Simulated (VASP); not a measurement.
A run of VASP 6.6.1:

File INCAR:

```
SYSTEM = BeSn2
PREC = Accurate
ENCUT = 520
EDIFF = 1E-6
ISMEAR = 0
SIGMA = 0.1
LREAL = .FALSE.
LASPH = .TRUE.
NELM = 60
ALGO = Fast
ISIF = 2
LWAVE = .FALSE.
LCHARG = .FALSE.
GGA = PE
NBANDS = 22
```

KPOINTS

```
Automatic mesh
0
G
  12 12 10
  0 0 0
```

Contents of POSCAR:

```
BeSn2
1.0
    3.9443776601      0.0000000000      0.0000000000
   -1.9721888300      3.4159312558      0.0000000000
    0.0000000000      0.0000000000      4.9272660560
Be Sn
1 2
Direct
    0.0000000000      0.0000000000      0.5000000000
    0.3333333333      0.6666666667      0.7488178296
    0.6666666667      0.3333333333      0.2511821704
```

Potentials or basis: VASP PAW PBE potentials, release 64 (Be, Sn_d).

The run is started by

```sh
$ cat potpaw_PBE.64/Be/POTCAR potpaw_PBE.64/Sn_d/POTCAR > POTCAR
$ mpirun -np 1 vasp_std > vasp.out
```

Hardware: 1 thread of Oxide Virtual Turin-like Processor, with other jobs on the host.

Q: How long does it take, and how much memory?

A: It took 2.5 min on 1 thread of Oxide Virtual Turin-like Processor, with other jobs on the host, peak memory 0.3 GiB. Counts: scf iterations 14, k points 162.
